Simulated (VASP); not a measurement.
A run of VASP 6.6.1:

File INCAR:

```
PREC = Accurate
ENCUT = 520
EDIFF = 1E-6
ISMEAR = -1
SIGMA = 0.1
LREAL = False
LASPH = True
NELM = 60
ALGO = Normal
ISIF = 2
LWAVE = False
LCHARG = False
GGA = B5
ALDAX = 1.0
AGGAX = 1.0
AGGAC = 1.0
ALDAC = 0.0
NBANDS = 8
```

File KPOINTS:

```
Automatic mesh
0
Gamma
  15 15 15
```

POSCAR

```
P
1.0
    0.0000000000      2.0316886480      2.0316886480
    2.0316886480      0.0000000000      2.0316886480
    2.0316886480      2.0316886480      0.0000000000
P
1
Direct
    0.0000000000      0.0000000000      0.0000000000
```

Potentials or basis: VASP PAW PBE potentials, release 64 (P).

Command:

```sh
$ cat potpaw_PBE.64/P/POTCAR > POTCAR
$ mpirun -np 1 vasp_std > vasp.out
```

Hardware: 1 thread of Intel(R) Xeon(R) Platinum 8259CL CPU @ 2.50GHz (Skylake/Cascade Lake), on a shared host.

How long does it take, and how much memory?

Run time: 12 s on 1 thread of Intel(R) Xeon(R) Platinum 8259CL CPU @ 2.50GHz (Skylake/Cascade Lake), with other jobs on the host, peak memory 0.13 GiB. Counts: scf iterations 10, k points 120.
